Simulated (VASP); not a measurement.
Write the native input for VASP 6.6.1 that does the following.

```
Task                   : single point
Functional             : PBEsol
Potentials or basis    : VASP PAW PBE potentials, release 64 (Ga_d, Ni)
Cutoff                 : 520 eV
k mesh                 : 16 × 16 × 16
Occupations            : gaussian, width 0.15 eV
Spin                   : no spin polarisation
Dipole correction      : no
Further INCAR settings : ALGO = Fast; EDIFF = 1e-06; NBANDS = 18
```

The structure of GaNi lies in POSCAR:

```
GaNi
1.0
    2.7417000000      0.0000000000      0.0000000000
    0.0000000000      2.7417000000      0.0000000000
    0.0000000000      0.0000000000      2.9581500000
Ga Ni
1 1
Direct
    0.0000000000      0.0000000000      0.0000000000
    0.5000000000      0.5000000000      0.5000000000
```

This cell differs from its parent crystal: strain -0.050 along x and y, +0.025 along z.

These files were run (other wordings do the same):

INCAR

```
ALGO = Fast
EDIFF = 1E-6
ENCUT = 520
GGA = PS
ISIF = 2
ISMEAR = 0
LASPH = True
LCHARG = True
LELF = True
LREAL = False
LVHAR = True
LWAVE = False
NBANDS = 18
NELM = 100
PREC = Accurate
SIGMA = 0.15
```

KPOINTS

```
k-points
0
Gamma
  16 16 16
```

Potentials or basis: VASP PAW PBE potentials, release 64 (Ga_d, Ni).

The run is started by

```sh
$ cat potpaw_PBE.64/Ga_d/POTCAR potpaw_PBE.64/Ni/POTCAR > POTCAR
$ mpirun -np 1 vasp_std > vasp.out
```

Results of the run:

| Item | Value |
| --- | --- |
| Pressure | 14.1 GPa |

Caveat: the cell differs from its parent crystal (strain -0.050 along x and y, +0.025 along z); the PAW data sets were made with another functional, which shifts forces and pressure a little.

Run time: 100 s on 1 thread of Intel(R) Xeon(R) Platinum 8375C CPU @ 2.90GHz (Ice Lake), with other jobs on the host, peak memory 0.27 GiB.
